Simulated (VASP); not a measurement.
Set up this calculation in VASP 6.6.1, as the native input.

| Quantity | Value |
| --- | --- |
| Task | relaxation of cell and atoms |
| Functional | PBE |
| Potentials or basis | VASP PAW PBE potentials, release 64 (Al, B, Sb) |
| Cutoff | 500 eV |
| k mesh | 6 × 6 × 6 |
| Occupations | gaussian, width 0.1 eV |
| Spin | no spin polarisation |
| Dipole correction | no |
| Further INCAR settings | ALGO = Normal; EDIFF = 1e-07; IBRION = 2; EDIFFG = -0.01; NSW = 100; ISIF = 3 |

The structure of AlB2Sb3 lies in POSCAR:

```
AlB2Sb3
1.0
    5.9249166079      0.0000000000      0.0000000000
    0.0000000000      5.9249166079      0.0000000000
    0.0000000000      0.0000000000      8.0796280203
Al B Sb
1 2 3
Direct
    0.5000000000      0.5000000000      0.0000000000
    0.5000000000      0.5000000000      0.7559223030
    0.5000000000      0.5000000000      0.2440776970
    0.5000000000      0.5000000000      0.5000000000
    0.5000000000      0.0000000000      0.5000000000
    0.0000000000      0.5000000000      0.5000000000
```

The cell was generated, and may not be a known phase.

These files were run (other wordings do the same):

INCAR

```
SYSTEM = AlB2Sb3
  PREC = Accurate
  ENCUT = 500
  EDIFF = 1E-7
  ISMEAR = 0
  SIGMA = 0.1
  LREAL = .FALSE.
  LASPH = .TRUE.
  NELM = 120
  ALGO = Normal
  ISIF = 3
  LWAVE = .FALSE.
  LCHARG = .FALSE.
  GGA = PE
  IBRION = 2
  NSW = 100
  EDIFFG = -0.01
  GGA_COMPAT = .FALSE.
  NELMIN = 4
```

KPOINTS

```
regular mesh
0
G
  6 6 6
  0 0 0
```

Potentials or basis: VASP PAW PBE potentials, release 64 (Al, B, Sb).

The run is started by

```console
$ cat potpaw_PBE.64/Al/POTCAR potpaw_PBE.64/B/POTCAR potpaw_PBE.64/Sb/POTCAR > POTCAR
$ mpirun -np 1 vasp_std > vasp.out
```

Results of the run:

```json
{
  "Relaxed volume": "47.06 Å³/atom",
  "Relaxed cell": "a = 5.904 Å, b = 5.904 Å, c = 8.101 Å, α = 90.00°, β = 90.00°, γ = 90.00°",
  "Space group after relaxing (to 0.1 Å)": "P4/mmm (No. 123)",
  "Energy gained by relaxing": "0.4 meV/atom",
  "Ionic steps": "7",
  "Pressure after relaxing": "0.0 GPa",
  "Largest force after relaxing": "0.008 eV/Å",
  "Band gap on the k mesh": "zero (bands 12 and 13 overlap by 0.91 eV)"
}
```

Caveat: spin-orbit coupling is left out, which moves the levels of the heavy elements.

Run time: 15 min on 1 thread of Oxide Virtual Turin-like Processor (shared host), peak memory 0.48 GiB.
